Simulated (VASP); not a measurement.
# Si (Fd-3m) in VASP: single point with PBE

Aim: the single point of Si with PBE.

Program: VASP 6.6.1. These are calculated values, not measurements. Logs are shortened: lines on timing, memory, paths and dates and some standing lists are left out, and cuts for length are marked.

## Step 1: The cell of the first run

It takes space group Fd-3m (No. 227, cubic). The conventional cell has a = 5.470 Å, b = 5.470 Å, c = 5.470 Å, α = 90.00°, β = 90.00°, γ = 90.00°. Si (site symmetry -43m) has 4 Si at 2.37 Å within 3.1 Å.

## Step 2: Single point, PBE

INCAR

```
PREC = Accurate
ENCUT = 500
EDIFF = 1E-6
ISMEAR = 0
SIGMA = 0.02
LREAL = False
LASPH = True
NELM = 120
ALGO = Normal
ISIF = 2
LWAVE = False
LCHARG = False
GGA = PE
NBANDS = 11
GGA_COMPAT = False
```

KPOINTS

```
Automatic mesh
0
Gamma
  10 10 10
```

POSCAR

```
Si
1.0
    0.0000000000      2.7348307997      2.7348307997
    2.7348307997      0.0000000000      2.7348307997
    2.7348307997      2.7348307997      0.0000000000
Si
2
Direct
    0.0000000000      0.0000000000      0.0000000000
    0.2500000000      0.2500000000      0.2500000000
```

Potentials or basis: VASP PAW PBE potentials, release 64 (Si).

Run with:

```
$ cat potpaw_PBE.64/Si/POTCAR > POTCAR
$ mpirun -np 1 vasp_std > vasp.out
```

OUTCAR:

```text
PREC = Accurate
   ENCUT = 500
   EDIFF = 1E-6
   ISMEAR = 0
   LREAL = False
   LASPH = True
   NELM = 120
   ISIF = 2
   GGA = PE

 ion  position               nearest neighbor table
   1  0.000  0.000  0.000-   2 2.37   2 2.37   2 2.37   2 2.37
   2  0.250  0.250  0.250-   1 2.37   1 2.37   1 2.37   1 2.37

  LATTYP: Found a face centered cubic cell.
 ALAT       =     5.4696615994

  Lattice vectors:

 A1 = (   0.0000000000,   2.7348307997,   2.7348307997)
 A2 = (   2.7348307997,   0.0000000000,   2.7348307997)
 A3 = (   2.7348307997,   2.7348307997,   0.0000000000)

Analysis of symmetry for initial positions (statically):
=====================================================================
 Subroutine PRICEL returns:
 Original cell was already a primitive cell.

 Routine SETGRP: Setting up the symmetry group for a
 face centered cubic supercell.

 Subroutine GETGRP returns: Found 48 space group operations
 (whereof 24 operations were pure point group operations)
 out of a pool of 48 trial point group operations.

The static configuration has the point symmetry T_d .
 The point group associated with its full space group is O_h .

Analysis of symmetry for dynamics (positions and initial velocities):
=====================================================================
 Subroutine PRICEL returns:
 Original cell was already a primitive cell.

 Routine SETGRP: Setting up the symmetry group for a
 face centered cubic supercell.

 Subroutine GETGRP returns: Found 48 space group operations
 (whereof 24 operations were pure point group operations)
 out of a pool of 48 trial point group operations.

The dynamic configuration has the point symmetry T_d .
 The point group associated with its full space group is O_h .

 Subroutine INISYM returns: Found 48 space group operations
 (whereof 24 operations are pure point group operations),
 and found     1 'primitive' translations

----------------------------------------------------------------------------------------

                                     Primitive cell

  volume of cell :      40.9092

  direct lattice vectors                    reciprocal lattice vectors
     0.000000000  2.734830800  2.734830800    -0.182826667  0.182826667  0.182826667
     2.734830800  0.000000000  2.734830800     0.182826667 -0.182826667  0.182826667
     2.734830800  2.734830800  0.000000000     0.182826667  0.182826667 -0.182826667

  length of vectors
     3.867634808  3.867634808  3.867634808     0.316665076  0.316665076  0.316665076

  position of ions in fractional coordinates (direct lattice)
     0.000000000  0.000000000  0.000000000
     0.250000000  0.250000000  0.250000000

  ion indices of the primitive-cell ions
   primitive index   ion index
                 1           1
                 2           2

----------------------------------------------------------------------------------------

 KPOINTS: Automatic mesh

Automatic generation of k-mesh.
 Grid dimensions read from file:
 generate k-points for:   10   10   10

 Generating k-lattice:

  Cartesian coordinates                     Fractional coordinates (reciprocal lattice)
    -0.018282667  0.018282667  0.018282667     0.100000000  0.000000000  0.000000000
     0.018282667 -0.018282667  0.018282667     0.000000000  0.100000000  0.000000000
     0.018282667  0.018282667 -0.018282667     0.000000000  0.000000000  0.100000000

  Length of vectors
     0.031666508  0.031666508  0.031666508

  Shift w.r.t. Gamma in fractional coordinates (k-lattice)
     0.000000000  0.000000000  0.000000000

 Subroutine IBZKPT returns following result:
 ===========================================

 Found     47 irreducible k-points:

 Following reciprocal coordinates:
            Coordinates               Weight
  0.000000  0.000000  0.000000      1.000000
  0.100000  0.000000  0.000000      8.000000
  0.200000  0.000000  0.000000      8.000000
  0.300000  0.000000  0.000000      8.000000
  0.400000  0.000000  0.000000      8.000000
  0.500000  0.000000  0.000000      4.000000
[... 16 lines left out ...]
  0.300000  0.300000  0.000000      6.000000
  0.400000  0.300000  0.000000     24.000000
 [... further k-points ...]
   k-points           NKPTS =     47   k-points in BZ     NKDIM =     47   number of bands    NBANDS=     11
   number of dos      NEDOS =    301   number of ions     NIONS =      2
   total plane-waves  NPLWV =  21952
   dimension x,y,z NGX =    28 NGY =   28 NGZ =   28
   dimension x,y,z NGXF=    56 NGYF=   56 NGZF=   56
   ions per type =               2
   NGX,Y,Z   is equivalent  to a cutoff of  12.04, 12.04, 12.04 a.u.
   NGXF,Y,Z  is equivalent  to a cutoff of  24.07, 24.07, 24.07 a.u.
 SYSTEM =  unknown system
   PREC   = accura    normal or accurate (medium, high low for compatibility)
   ISTART =      0    job   : 0-new  1-cont  2-samecut
   ICHARG =      2    charge: 1-file 2-atom 10-const
   ISPIN  =      1    spin polarized calculation?
   LNONCOLLINEAR =      F non collinear calculations
   LSORBIT =      F    spin-orbit coupling
   LASPH  =      T    aspherical Exc in radial PAW
   ENCUT  =  500.0 eV  36.75 Ry    6.06 a.u.   7.05  7.05  7.05*2*pi/ulx,y,z
   NELM   =    120;   NELMIN=  2; NELMDL= -5     # of ELM steps
   EDIFF  = 0.1E-05   stopping-criterion for ELM
   LREAL  =      F    real-space projection
   EDIFFG = 0.1E-04   stopping-criterion for IOM
   NSW    =      0    number of steps for IOM
   IBRION =     -1    ionic relax: 0-MD 1-quasi-New 2-CG
   NFREE  =      0    steps in history (QN), initial steepest desc. (CG)
   ISIF   =      2    stress and relaxation
   ISYM   =      2    0-nonsym 1-usesym 2-fastsym
   POTIM  = 0.5000    time-step for ionic-motion
   TEBEG  =    0.0;   TEEND  =   0.0 temperature during run
   PSTRESS=    0.0 pullay stress
   NELECT =       8.0000    total number of electrons
   NUPDOWN=      -1.0000    fix difference up-down
   EMIN   =  10.00;   EMAX   =-10.00  energy-range for DOS
   EFERMI =   0.00;   METHOD = LEGACY
   ISMEAR =     0;   SIGMA  =   0.02  broadening in eV -4-tet -1-fermi 0-gaus
   EFERMI_NEDOS =   21; number of points for ismear=-14 and -15
   IALGO  =     38    algorithm
   IMIX   =      4    mixing-type and parameters
     AMIX     =   0.40;   BMIX     =  1.00
     AMIX_MAG =   1.60;   BMIX_MAG =  1.00
  volume/ion in A,a.u.               =      20.45       138.03
  Fermi-wavevector in a.u.,A,eV,Ry     =   0.950235  1.795684 12.285334  0.902947
  Thomas-Fermi vector in A             =   2.078593
   LORBIT       =      0    0 simple, 1 ext, 2 COOP (PROOUT), +10 PAW based schemes
   GGA     = PE    functional components
   LHFCALC =     F    Hartree Fock is set to
   AEXX    =    0.0000 exact exchange contribution
   IVDW    =     0    specifies the selected vdW correction
   LEPSILON=     F    determine dielectric tensor
   LRPA    =     F    only Hartree local field effects (RPA)
 non-spin polarized calculation
 Gauss-broadening in eV      SIGMA  =   0.02
  energy-cutoff  :      500.00
  volume of cell :       40.91
 maximum number of plane-waves:      1056
   NGX = 15   NGY = 15   NGZ = 15

 number of electron       8.0000000 magnetization

 Free energy of the ion-electron system (eV)
  ---------------------------------------------------
  ext. energy  EPLUGINS =         0.00000000
  ---------------------------------------------------
  free energy    TOTEN  =       -10.84918612 eV

  energy without entropy =      -10.84918612  energy(sigma->0) =      -10.84918612

 E-fermi :   5.7108     XC(G=0):  -9.3254

 val. band max:        5.6108904613   @ k =   0.0000   0.0000   0.0000
 cond. band min:       6.2296154764   @ k =   0.4000   0.4000   0.0000
 fundamental gap:      0.6187250152
 Fermi energy:         5.7108190375

 k-point     1 :       0.0000    0.0000    0.0000
  band No.  band energies     occupation
      1      -6.2003      2.00000
      2       5.6109      2.00000
      3       5.6109      2.00000
      4       5.6109      2.00000
      5       8.1677      0.00000
      6       8.1677      0.00000
      7       8.1677      0.00000
      8       8.7389      0.00000
      9      13.3199      0.00000
     10      13.3199      0.00000
     11      13.4861      0.00000

 k-point     2 :       0.1000    0.0000    0.0000
  band No.  band energies     occupation
      1      -6.0718      2.00000
      2       4.4689      2.00000
      3       5.4172      2.00000
      4       5.4172      2.00000
      5       8.1323      0.00000
      6       8.4533      0.00000
      7       8.4533      0.00000
      8       9.7103      0.00000
      9      12.9703      0.00000
     10      12.9703      0.00000
     11      14.0156      0.00000

 k-point     3 :       0.2000    0.0000    0.0000
  band No.  band energies     occupation
      1      -5.6925      2.00000
      2       2.6296      2.00000
      3       5.0437      2.00000
      4       5.0437      2.00000
      5       7.7617      0.00000
      6       8.9550      0.00000
      7       8.9550      0.00000
      8      11.4851      0.00000
      9      12.6597      0.00000
     10      12.6597      0.00000
     11      14.6848      0.00000

 k-point     4 :       0.3000    0.0000    0.0000
  band No.  band energies     occupation
      1      -5.0895      2.00000
      2       0.8723      2.00000
      3       4.7137      2.00000
      4       4.7137      2.00000
      5       7.3980      0.00000
      6       9.1358      0.00000
      7       9.1358      0.00000
      8      13.1078      0.00000
      9      13.1849      0.00000
     10      13.1849      0.00000
     11      14.4313      0.00000

 k-point     5 :       0.4000    0.0000    0.0000
  band No.  band energies     occupation
      1      -4.3601      2.00000
      2      -0.5753      2.00000
      3       4.5039      2.00000
      4       4.5039      2.00000
      5       7.1581      0.00000
      6       9.0317      0.00000
      7       9.0317      0.00000
      8      13.4149      0.00000
      9      14.5464      0.00000
     10      14.5464      0.00000
     11      15.5192      0.00000
[... 211 lines left out ...]
 k-point    21 :      -0.3000    0.2000    0.0000
  band No.  band energies     occupation
      1      -4.1750      2.00000
      2      -0.0477      2.00000
      3       2.2286      2.00000
      4       4.3204      2.00000
      5       8.0509      0.00000
      6      10.1148      0.00000
      7      10.1713      0.00000
      8      12.2260      0.00000
      9      12.4233      0.00000
     10      15.0606      0.00000
     11      17.4299      0.00000

 k-point    22 :      -0.2000    0.2000    0.0000
  band No.  band energies     occupation
      1      -4.8773      2.00000
      2       1.1650      2.00000
      3       2.6792      2.00000
      4       4.7802      2.00000
      5       8.4607      0.00000
      6       9.5759      0.00000
      7       9.8794      0.00000
      8      11.2656      0.00000
      9      11.7429      0.00000
     10      16.2104      0.00000
     11      16.2307      0.00000

 k-point    23 :       0.3000    0.3000    0.0000
  band No.  band energies     occupation
      1      -4.6796      2.00000
      2       1.2070      2.00000
      3       3.4298      2.00000
      4       3.4298      2.00000
      5       6.5010      0.00000
      6       8.0477      0.00000
      7      12.1802      0.00000
      8      12.1802      0.00000
      9      14.5131      0.00000
     10      15.0334      0.00000
     11      17.9251      0.00000

 k-point    24 :       0.4000    0.3000    0.0000
  band No.  band energies     occupation
      1      -4.0786      2.00000
      2       0.2189      2.00000
      3       2.8190      2.00000
      4       3.2283      2.00000
      5       6.6884      0.00000
      6       7.8771      0.00000
      7      12.4637      0.00000
      8      12.6048      0.00000
      9      16.0186      0.00000
     10      16.1465      0.00000
     11      17.6284      0.00000

 [... further k-points ...]
[... 5 lines left out ...]
  --------------------------------------------------------------------------------------
  -------------------------------------------------------------------------------------
  Total       -0.0125116     -0.0125116     -0.0125116      0.0000000      0.0000000      0.0000000
  in kB       -0.4900055     -0.4900055     -0.4900055      0.0000000      0.0000000      0.0000000
  external PRESSURE =      -0.4900055 kB  Pullay stress =       0.0000000 kB

 VOLUME and BASIS-vectors are now :
 -----------------------------------------------------------------------------
  energy-cutoff  :      500.00
  volume of cell :       40.91
      direct lattice vectors                 reciprocal lattice vectors
     0.000000000  2.734830800  2.734830800    -0.182826667  0.182826667  0.182826667
     2.734830800  0.000000000  2.734830800     0.182826667 -0.182826667  0.182826667
     2.734830800  2.734830800  0.000000000     0.182826667  0.182826667 -0.182826667

 POSITION                                       TOTAL-FORCE (eV/Angst)
 -----------------------------------------------------------------------------------
      0.00000      0.00000      0.00000        -0.000000     -0.000000     -0.000000
      1.36742      1.36742      1.36742         0.000000      0.000000      0.000000
 -----------------------------------------------------------------------------------
    total drift:                                0.000000      0.000000     -0.000000

  FREE ENERGIE OF THE ION-ELECTRON SYSTEM (eV)
  ---------------------------------------------------
  free  energy   TOTEN  =       -10.8491861245 eV

  energy  without entropy=      -10.8491861245  energy(sigma->0) =      -10.84918612
```

Wall time 11 s (1 thread of Intel Xeon Platinum 8488C (Sapphire Rapids), shared host); peak memory 0.15 GiB.

Results:

* Free energy: -10.8492 eV
* Pressure: 0.0 GPa
* Band gap on the k mesh: 0.62 eV, indirect (least direct gap 2.56 eV)

A k mesh can miss the band edges. PBE gaps usually lie below the measured ones, often by a third to a half.
